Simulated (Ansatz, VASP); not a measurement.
## Two plane-wave programs on KI

POSCAR

```
KI
1.0
    4.2909468193      0.0000000000      0.0000000000
    0.0000000000      4.2909468193      0.0000000000
    0.0000000000      0.0000000000      4.2909468193
K I
1 1
Direct
    0.0000000000      0.0000000000      0.0000000000
    0.5000000000      0.5000000000      0.5000000000
```

File INCAR.step1:

```
SYSTEM = KI
PREC = Accurate ; ENCUT = 520
ISMEAR = 0 ; SIGMA = 0.01
LREAL = .FALSE. ; LASPH = .TRUE.
NELM = 60 ; NBANDS = 15
GGA = PE ; ALGO = Normal
EDIFF = 1E-4 ; LWAVE = .TRUE.
LCHARG = .FALSE.
```

Contents of INCAR.step2:

```
SYSTEM = KI
PREC = Accurate ; ENCUT = 520
EDIFF = 1E-6 ; ISMEAR = 0
SIGMA = 0.01 ; LREAL = .FALSE.
LASPH = .TRUE. ; NELM = 60
ALGO = Normal ; ISIF = 2
LWAVE = .FALSE. ; LCHARG = .TRUE.
METAGGA = R2SCAN ; LMIXTAU = .TRUE.
LELF = .TRUE. ; LVHAR = .TRUE.
NBANDS = 15 ; ISTART = 1
```

The input KPOINTS:

```
regular mesh
0
G
  6 6 6
  0 0 0
```

Input for Ansatz:

```yaml
crystal:
  lattice:
    - [4.2909468193, 0.0, 0.0]
    - [0.0, 4.2909468193, 0.0]
    - [0.0, 0.0, 4.2909468193]
  atoms:
    - { symbol: K, position: [0.0, 0.0, 0.0] }
    - { symbol: I, position: [0.5, 0.5, 0.5] }
kpoints:
  mp_grid: { grid: [6, 6, 6] }
  band_path:
    path:
      - [0.0, 0.0, 0.0]
      - [0.0, 0.5, 0.0]
      - [0.5, 0.5, 0.0]
      - [0.5, 0.5, 0.5]
      - [0.0, 0.5, 0.5]
    npoints: 1
hamiltonian:
  xc: r2scan
scf:
  occupations: { method: fixed }
  n_extra_bands: 4
output:
  forces: true
  stress: true
  eigenvalues: true
```

Alike in both runs: task single point; functional r2SCAN; k mesh 6 × 6 × 6; no spin polarisation.

|  | VASP | Ansatz |
| --- | --- | --- |
| version | VASP 6.6.1 | Ansatz 0.2.0 |
| potentials or method | VASP PAW PBE potentials, release 64 (K_sv, I) | plane waves, PAW |
| plane-wave cutoff (eV) | 520 | 500 |
| occupations | gaussian, width 0.01 eV | fixed |
| valence electrons in the cell | 16 | 26 |

```tsv
	VASP	Ansatz	Ansatz less VASP
gap on the k mesh at the Fermi level (eV)	4.04	4.04	+0.002
pressure (GPa)	0.0	0.0	+0.01
```

VASP's potentials were made for PBE, not for r2SCAN. VASP's potentials hold 16 valence electrons a cell and Ansatz's 26, so a difference there can come from the potentials and not from the codes.

Neither program's run includes spin-orbit coupling.
